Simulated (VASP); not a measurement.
# Rb (Im-3m) in VASP: notebook

Rb is run at these levels: PBEsol; tasks: single point.

Everything below comes from runs of VASP 6.6.1. Logs are shortened: lines on timing, memory, paths and dates and some standing lists are left out, and cuts for length are marked.

## Step 1: The cell of the first run

The structure is cubic, space group Im-3m (No. 229). The conventional cell has a = 5.529 Å, b = 5.529 Å, c = 5.529 Å, α = 90.00°, β = 90.00°, γ = 90.00°.

## Step 2: Single point, PBEsol

The input, INCAR:

```
SYSTEM = Rb
ALGO = Normal
EDIFF = 1E-7
ENCUT = 520
GGA = PS
ISIF = 2
ISMEAR = -1
LASPH = .TRUE.
LCHARG = .FALSE.
LREAL = .FALSE.
LWAVE = .FALSE.
NBANDS = 10
NELM = 80
PREC = Accurate
SIGMA = 0.05
```

The input, KPOINTS:

```
k-points
0
G
  7 7 7
  0 0 0
```

The input, POSCAR:

```
Rb
1.0
   -2.7646237353      2.7646237353      2.7646237353
    2.7646237353     -2.7646237353      2.7646237353
    2.7646237353      2.7646237353     -2.7646237353
Rb
1
Direct
    0.0000000000      0.0000000000      0.0000000000
```

Potentials or basis: VASP PAW PBE potentials, release 64 (Rb_sv).

Command:

```sh
cat potpaw_PBE.64/Rb_sv/POTCAR > POTCAR
mpirun -np 1 vasp_std > vasp.out
```

OUTCAR:

```text
SYSTEM = Rb
   EDIFF = 1E-7
   ENCUT = 520
   GGA = PS
   ISIF = 2
   ISMEAR = -1
   LASPH = .TRUE.
   LREAL = .FALSE.
   NELM = 80
   PREC = Accurate

 ion  position               nearest neighbor table
   1  0.000  0.000  0.000-

  LATTYP: Found a body centered cubic cell.
 ALAT       =     5.5292474706

  Lattice vectors:

 A1 = (  -2.7646237353,   2.7646237353,   2.7646237353)
 A2 = (   2.7646237353,  -2.7646237353,   2.7646237353)
 A3 = (   2.7646237353,   2.7646237353,  -2.7646237353)

Analysis of symmetry for initial positions (statically):
=====================================================================
 Subroutine PRICEL returns:
 Original cell was already a primitive cell.

 Routine SETGRP: Setting up the symmetry group for a
 body centered cubic supercell.

 Subroutine GETGRP returns: Found 48 space group operations
 (whereof 48 operations were pure point group operations)
 out of a pool of 48 trial point group operations.

The static configuration has the point symmetry O_h .

Analysis of symmetry for dynamics (positions and initial velocities):
=====================================================================
 Subroutine PRICEL returns:
 Original cell was already a primitive cell.

 Routine SETGRP: Setting up the symmetry group for a
 body centered cubic supercell.

 Subroutine GETGRP returns: Found 48 space group operations
 (whereof 48 operations were pure point group operations)
 out of a pool of 48 trial point group operations.

The dynamic configuration has the point symmetry O_h .

 Subroutine INISYM returns: Found 48 space group operations
 (whereof 48 operations are pure point group operations),
 and found     1 'primitive' translations

----------------------------------------------------------------------------------------

                                     Primitive cell

  volume of cell :      84.5217

  direct lattice vectors                    reciprocal lattice vectors
    -2.764623735  2.764623735  2.764623735     0.000000000  0.180856438  0.180856438
     2.764623735 -2.764623735  2.764623735     0.180856438  0.000000000  0.180856438
     2.764623735  2.764623735 -2.764623735     0.180856438  0.180856438  0.000000000

  length of vectors
     4.788468773  4.788468773  4.788468773     0.255769627  0.255769627  0.255769627

  position of ions in fractional coordinates (direct lattice)
     0.000000000  0.000000000  0.000000000

  ion indices of the primitive-cell ions
   primitive index   ion index
                 1           1

----------------------------------------------------------------------------------------

 KPOINTS: k-points

Automatic generation of k-mesh.
 Grid dimensions read from file:
 generate k-points for:    7    7    7

 Generating k-lattice:

  Cartesian coordinates                     Fractional coordinates (reciprocal lattice)
     0.000000000  0.025836634  0.025836634     0.142857143  0.000000000  0.000000000
     0.025836634  0.000000000  0.025836634     0.000000000  0.142857143  0.000000000
     0.025836634  0.025836634  0.000000000     0.000000000  0.000000000  0.142857143

  Length of vectors
     0.036538518  0.036538518  0.036538518

  Shift w.r.t. Gamma in fractional coordinates (k-lattice)
     0.000000000  0.000000000  0.000000000

 Subroutine IBZKPT returns following result:
 ===========================================

 Found     20 irreducible k-points:

 Following reciprocal coordinates:
            Coordinates               Weight
  0.000000  0.000000  0.000000      1.000000
  0.142857  0.000000  0.000000     12.000000
  0.285714  0.000000  0.000000     12.000000
  0.428571  0.000000  0.000000     12.000000
  0.142857  0.142857  0.000000     24.000000
  0.285714  0.142857  0.000000     48.000000
[... 12 lines left out ...]
 -0.428571 -0.428571  0.285714      8.000000
 -0.428571  0.428571  0.428571      6.000000
   k-points           NKPTS =     20   k-points in BZ     NKDIM =     20   number of bands    NBANDS=     10
   number of dos      NEDOS =    301   number of ions     NIONS =      1
   total plane-waves  NPLWV =  46656
   dimension x,y,z NGX =    36 NGY =   36 NGZ =   36
   dimension x,y,z NGXF=    72 NGYF=   72 NGZF=   72
   ions per type =               1
   NGX,Y,Z   is equivalent  to a cutoff of  12.50, 12.50, 12.50 a.u.
   NGXF,Y,Z  is equivalent  to a cutoff of  25.00, 25.00, 25.00 a.u.
 SYSTEM =  Rb
   PREC   = accura    normal or accurate (medium, high low for compatibility)
   ISTART =      0    job   : 0-new  1-cont  2-samecut
   ICHARG =      2    charge: 1-file 2-atom 10-const
   ISPIN  =      1    spin polarized calculation?
   LNONCOLLINEAR =      F non collinear calculations
   LSORBIT =      F    spin-orbit coupling
   LASPH  =      T    aspherical Exc in radial PAW
   ENCUT  =  520.0 eV  38.22 Ry    6.18 a.u.   8.90  8.90  8.90*2*pi/ulx,y,z
   NELM   =     80;   NELMIN=  2; NELMDL= -5     # of ELM steps
   EDIFF  = 0.1E-06   stopping-criterion for ELM
   LREAL  =      F    real-space projection
   EDIFFG = 0.1E-05   stopping-criterion for IOM
   NSW    =      0    number of steps for IOM
   IBRION =     -1    ionic relax: 0-MD 1-quasi-New 2-CG
   NFREE  =      0    steps in history (QN), initial steepest desc. (CG)
   ISIF   =      2    stress and relaxation
   ISYM   =      2    0-nonsym 1-usesym 2-fastsym
   POTIM  = 0.5000    time-step for ionic-motion
   TEBEG  =    0.0;   TEEND  =   0.0 temperature during run
   PSTRESS=    0.0 pullay stress
   NELECT =       9.0000    total number of electrons
   NUPDOWN=      -1.0000    fix difference up-down
   EMIN   =  10.00;   EMAX   =-10.00  energy-range for DOS
   EFERMI =   0.00;   METHOD = LEGACY
   ISMEAR =    -1;   SIGMA  =   0.05  broadening in eV -4-tet -1-fermi 0-gaus
   EFERMI_NEDOS =   21; number of points for ismear=-14 and -15
   IALGO  =     38    algorithm
   IMIX   =      4    mixing-type and parameters
     AMIX     =   0.40;   BMIX     =  1.00
     AMIX_MAG =   1.60;   BMIX_MAG =  1.00
  volume/ion in A,a.u.               =      84.52       570.38
  Fermi-wavevector in a.u.,A,eV,Ry     =   0.775949  1.466330  8.192017  0.602096
  Thomas-Fermi vector in A             =   1.878323
   LORBIT       =      0    0 simple, 1 ext, 2 COOP (PROOUT), +10 PAW based schemes
   GGA     = PS    functional components
   LHFCALC =     F    Hartree Fock is set to
   AEXX    =    0.0000 exact exchange contribution
   IVDW    =     0    specifies the selected vdW correction
   LEPSILON=     F    determine dielectric tensor
   LRPA    =     F    only Hartree local field effects (RPA)
 non-spin polarized calculation
  energy-cutoff  :      520.00
  volume of cell :       84.52
 maximum number of plane-waves:      2302
   NGX = 17   NGY = 17   NGZ = 17

 number of electron       9.0000000 magnetization

 Free energy of the ion-electron system (eV)
  ---------------------------------------------------
  ext. energy  EPLUGINS =         0.00000000
  ---------------------------------------------------
  free energy    TOTEN  =        -1.03042873 eV

  energy without entropy =       -1.02264564  energy(sigma->0) =       -1.02653718

 E-fermi :   0.1040     XC(G=0):  -5.7080

 val. band max:        0.0570960954   @ k =  -0.2857   0.4286   0.1429
 cond. band min:       0.2126181490   @ k =  -0.4286   0.4286   0.1429
 fundamental gap:      0.1555220536
 Fermi energy:         0.1039893782

 k-point     1 :       0.0000    0.0000    0.0000
  band No.  band energies     occupation
      1     -28.7053      2.00000
      2     -12.7438      2.00000
      3     -12.7438      2.00000
      4     -12.7438      2.00000
      5      -1.9629      2.00000
      6       3.8602      0.00000
      7       3.8602      0.00000
      8       3.8602      0.00000
      9       4.8593      0.00000
     10       4.8593      0.00000

 k-point     2 :       0.1429    0.0000    0.0000
  band No.  band energies     occupation
      1     -28.7041      2.00000
      2     -12.7679      2.00000
      3     -12.7516      2.00000
      4     -12.7438      2.00000
      5      -1.7072      2.00000
      6       3.4211      0.00000
      7       3.5459      0.00000
      8       4.1024      0.00000
      9       4.5773      0.00000
     10       4.7842      0.00000

 k-point     3 :       0.2857    0.0000    0.0000
  band No.  band energies     occupation
      1     -28.7016      2.00000
      2     -12.8209      2.00000
      3     -12.7690      2.00000
      4     -12.7439      2.00000
      5      -0.9943      2.00000
      6       2.3400      0.00000
      7       3.0473      0.00000
      8       4.7139      0.00000
      9       4.8057      0.00000
     10       4.8111      0.00000

 k-point     4 :       0.4286    0.0000    0.0000
  band No.  band energies     occupation
      1     -28.6995      2.00000
      2     -12.8624      2.00000
      3     -12.7828      2.00000
      4     -12.7440      2.00000
      5      -0.0066      1.80269
      6       1.2835      0.00000
      7       2.7482      0.00000
      8       4.5958      0.00000
      9       5.1730      0.00000
     10       5.8971      0.00000

 k-point     5 :       0.1429    0.1429    0.0000
  band No.  band energies     occupation
      1     -28.7023      2.00000
      2     -12.8041      2.00000
      3     -12.7609      2.00000
      4     -12.7494      2.00000
      5      -1.2208      2.00000
      6       2.7687      0.00000
      7       3.0327      0.00000
      8       4.4180      0.00000
      9       4.5132      0.00000
     10       5.1345      0.00000

 k-point     6 :       0.2857    0.1429    0.0000
  band No.  band energies     occupation
      1     -28.7000      2.00000
      2     -12.8437      2.00000
      3     -12.7819      2.00000
      4     -12.7516      2.00000
      5      -0.3470      1.99976
      6       1.8403      0.00000
      7       2.5965      0.00000
      8       4.4639      0.00000
      9       4.9788      0.00000
     10       5.4283      0.00000
[... 131 lines left out ...]
 k-point    17 :      -0.2857    0.2857    0.2857
  band No.  band energies     occupation
      1     -28.6984      2.00000
      2     -12.8178      2.00000
      3     -12.7966      2.00000
      4     -12.7966      2.00000
      5      -0.1348      1.98329
      6       2.1562      0.00000
      7       3.2322      0.00000
      8       3.2322      0.00000
      9       4.2330      0.00000
     10       5.0543      0.00000

 k-point    18 :      -0.4286    0.4286    0.2857
  band No.  band energies     occupation
      1     -28.6966      2.00000
      2     -12.8419      2.00000
      3     -12.8117      2.00000
      4     -12.7991      2.00000
      5       0.7234      0.00001
      6       1.5300      0.00000
      7       2.9074      0.00000
      8       3.2119      0.00000
      9       4.1547      0.00000
     10       5.8457      0.00000

 k-point    19 :      -0.4286   -0.4286    0.2857
  band No.  band energies     occupation
      1     -28.6958      2.00000
      2     -12.8341      2.00000
      3     -12.8341      2.00000
      4     -12.8028      2.00000
      5       1.2878      0.00000
      6       1.2878      0.00000
      7       2.4083      0.00000
      8       3.8654      0.00000
      9       3.8654      0.00000
     10       5.6320      0.00000

 k-point    20 :      -0.4286    0.4286    0.4286
  band No.  band energies     occupation
      1     -28.6950      2.00000
      2     -12.8318      2.00000
      3     -12.8276      2.00000
      4     -12.8276      2.00000
      5       1.1785      0.00000
      6       1.4182      0.00000
      7       3.3491      0.00000
      8       3.4690      0.00000
      9       3.4690      0.00000
     10       5.8844      0.00000

------------------------ aborting loop because EDIFF is reached ----------------------------------------

  FORCE on cell =-STRESS in cart. coord.  units (eV):
  Direction    XX          YY          ZZ          XY          YZ          ZX
  --------------------------------------------------------------------------------------
  -------------------------------------------------------------------------------------
  Total        0.0300486      0.0300486      0.0300486     -0.0000000     -0.0000000      0.0000000
  in kB        0.5695952      0.5695952      0.5695952     -0.0000000     -0.0000000      0.0000000
  external PRESSURE =       0.5695952 kB  Pullay stress =       0.0000000 kB

 VOLUME and BASIS-vectors are now :
 -----------------------------------------------------------------------------
  energy-cutoff  :      520.00
  volume of cell :       84.52
      direct lattice vectors                 reciprocal lattice vectors
    -2.764623735  2.764623735  2.764623735     0.000000000  0.180856438  0.180856438
     2.764623735 -2.764623735  2.764623735     0.180856438  0.000000000  0.180856438
     2.764623735  2.764623735 -2.764623735     0.180856438  0.180856438  0.000000000

 POSITION                                       TOTAL-FORCE (eV/Angst)
 -----------------------------------------------------------------------------------
      0.00000      0.00000      0.00000         0.000000     -0.000000     -0.000000
 -----------------------------------------------------------------------------------
    total drift:                               -0.000000      0.000000      0.000000

  FREE ENERGIE OF THE ION-ELECTRON SYSTEM (eV)
  ---------------------------------------------------
  free  energy   TOTEN  =        -1.0304287255 eV

  energy  without entropy=       -1.0226456363  energy(sigma->0) =       -1.02653718
```

Wall time 9.3 s (1 thread of Intel Xeon 6975P-C (Granite Rapids), shared host); peak memory 0.19 GiB.

What came out:

| Item | Value |
| --- | --- |
| Free energy | -1.0304 eV |
| Pressure | 0.1 GPa |

Levels at points of the mesh, in eV from the Fermi level:
| k point | band 2 | band 3 | band 4 | band 5 | band 6 | band 7 | band 8 | band 9 |
| --- | --- | --- | --- | --- | --- | --- | --- | --- |
| (0.00, 0.00, 0.00) | -12.85 | -12.85 | -12.85 | -2.07 | 3.76 | 3.76 | 3.76 | 4.76 |

Caveat: the PAW data sets were made with another functional, which shifts forces and pressure a little.

## Step 3: Single point, PBEsol

This run uses another cell than the first one, of 86.28 Å³/atom, 1.021 times its volume.

The input, INCAR:

```
SYSTEM = Rb
ALGO = Fast ; EDIFF = 1E-6
ENCUT = 520 ; GGA = PS
ISIF = 2 ; ISMEAR = -1
LASPH = .True. ; LCHARG = .False.
LREAL = .False. ; LWAVE = .False.
NBANDS = 10 ; NELM = 100
PREC = Accurate ; SIGMA = 0.05
```

The input, KPOINTS:

```
k-points
0
Gamma
  7 7 7
  0 0 0
```

The input, POSCAR:

```
Rb
1.0
   -2.7836907084      2.7836907084      2.7836907084
    2.7836907084     -2.7836907084      2.7836907084
    2.7836907084      2.7836907084     -2.7836907084
Rb
1
Direct
    0.0000000000      0.0000000000      0.0000000000
```

Potentials or basis: VASP PAW PBE potentials, release 64 (Rb_sv).

Command:

```sh
cat potpaw_PBE.64/Rb_sv/POTCAR > POTCAR
mpirun -np 1 vasp_std > vasp.out
```

OUTCAR:

```text
SYSTEM = Rb
   EDIFF = 1E-6
   ENCUT = 520
   GGA = PS
   ISIF = 2
   ISMEAR = -1
   LASPH = .True.
   LREAL = .False.
   NELM = 100
   PREC = Accurate

 ion  position               nearest neighbor table
   1  0.000  0.000  0.000-

  LATTYP: Found a body centered cubic cell.
 ALAT       =     5.5673814168

  Lattice vectors:

 A1 = (  -2.7836907084,   2.7836907084,   2.7836907084)
 A2 = (   2.7836907084,  -2.7836907084,   2.7836907084)
 A3 = (   2.7836907084,   2.7836907084,  -2.7836907084)

Analysis of symmetry for initial positions (statically):
=====================================================================
 Subroutine PRICEL returns:
 Original cell was already a primitive cell.

 Routine SETGRP: Setting up the symmetry group for a
 body centered cubic supercell.

 Subroutine GETGRP returns: Found 48 space group operations
 (whereof 48 operations were pure point group operations)
 out of a pool of 48 trial point group operations.

The static configuration has the point symmetry O_h .

Analysis of symmetry for dynamics (positions and initial velocities):
[... 156 lines left out ...]
 fundamental gap:      0.1559075586
 Fermi energy:         0.0560974689

 k-point     1 :       0.0000    0.0000    0.0000
  band No.  band energies     occupation
      1     -28.7636      2.00000
      2     -12.8047      2.00000
      3     -12.8047      2.00000
      4     -12.8047      2.00000
      5      -1.9821      2.00000
      6       3.7942      0.00000
      7       3.7942      0.00000
      8       3.7942      0.00000
      9       4.7778      0.00000
     10       4.7778      0.00000
[... 235 lines left out ...]
 k-point    20 :      -0.4286    0.4286    0.4286
  band No.  band energies     occupation
      1     -28.7543      2.00000
      2     -12.8868      2.00000
      3     -12.8830      2.00000
      4     -12.8830      2.00000
      5       1.1392      0.00000
      6       1.3849      0.00000
      7       3.2516      0.00000
      8       3.3714      0.00000
      9       3.3714      0.00000
     10       5.7611      0.00000

------------------------ aborting loop because EDIFF is reached ----------------------------------------

  FORCE on cell =-STRESS in cart. coord.  units (eV):
  Direction    XX          YY          ZZ          XY          YZ          ZX
  --------------------------------------------------------------------------------------
  -------------------------------------------------------------------------------------
  Total       -0.0028703     -0.0028703     -0.0028703      0.0000000      0.0000000      0.0000000
  in kB       -0.0532988     -0.0532988     -0.0532988      0.0000000      0.0000000      0.0000000
  external PRESSURE =      -0.0532988 kB  Pullay stress =       0.0000000 kB

 VOLUME and BASIS-vectors are now :
 -----------------------------------------------------------------------------
  energy-cutoff  :      520.00
  volume of cell :       86.28
      direct lattice vectors                 reciprocal lattice vectors
    -2.783690708  2.783690708  2.783690708     0.000000000  0.179617656  0.179617656
     2.783690708 -2.783690708  2.783690708     0.179617656  0.000000000  0.179617656
     2.783690708  2.783690708 -2.783690708     0.179617656  0.179617656  0.000000000

 POSITION                                       TOTAL-FORCE (eV/Angst)
 -----------------------------------------------------------------------------------
      0.00000      0.00000      0.00000         0.000000      0.000000      0.000000
 -----------------------------------------------------------------------------------
    total drift:                               -0.000000      0.000000      0.000000

  FREE ENERGIE OF THE ION-ELECTRON SYSTEM (eV)
  ---------------------------------------------------
  free  energy   TOTEN  =        -1.0307281766 eV

  energy  without entropy=       -1.0229017816  energy(sigma->0) =       -1.02681498
```

OSZICAR:

```text
N       E                     dE             d eps       ncg     rms          rms(c)
DAV:   1     0.398321761889E+02    0.39832E+02   -0.33145E+03   400   0.660E+02
DAV:   2     0.134555996134E+01   -0.38487E+02   -0.38068E+02   438   0.130E+02
DAV:   3    -0.927352322942E+00   -0.22729E+01   -0.22650E+01   558   0.301E+01
DAV:   4    -0.102893953508E+01   -0.10159E+00   -0.10148E+00   554   0.517E+00
DAV:   5    -0.103105322785E+01   -0.21137E-02   -0.21134E-02   562   0.655E-01    0.119E+00
RMM:   6    -0.103044065792E+01    0.61257E-03   -0.16786E-03   465   0.252E-01    0.731E-01
RMM:   7    -0.103065228220E+01   -0.21162E-03   -0.39816E-03   497   0.373E-01    0.527E-02
RMM:   8    -0.103072197487E+01   -0.69693E-04   -0.21236E-04   590   0.958E-02    0.879E-03
RMM:   9    -0.103072666883E+01   -0.46940E-05   -0.55121E-05   640   0.353E-02    0.648E-03
RMM:  10    -0.103072800813E+01   -0.13393E-05   -0.93853E-06   619   0.163E-02    0.407E-03
RMM:  11    -0.103072817664E+01   -0.16851E-06   -0.36040E-06   508   0.812E-03
   1 F= -.10307282E+01 E0= -.10268150E+01  d E =-.782640E-02
```

Run time: 7.4 s. Hardware: 1 thread of Intel Xeon 6975P-C (Granite Rapids), shared host; peak memory 0.19 GiB.

Results:

```
Free energy : -1.0307 eV
Pressure    : 0.0 GPa
```

Levels at points of the mesh, in eV from the Fermi level:
```
           k point  band 1  band 2  band 3  band 4  band 5  band 6  band 7  band 8  band 9  band 10
(0.00, 0.00, 0.00)  -28.82  -12.86  -12.86  -12.86   -2.04    3.74    3.74    3.74    4.72     4.72
```

Caveat: the PAW data sets were made with another functional, which shifts forces and pressure a little.

(Part 1 of 2 ends here.)
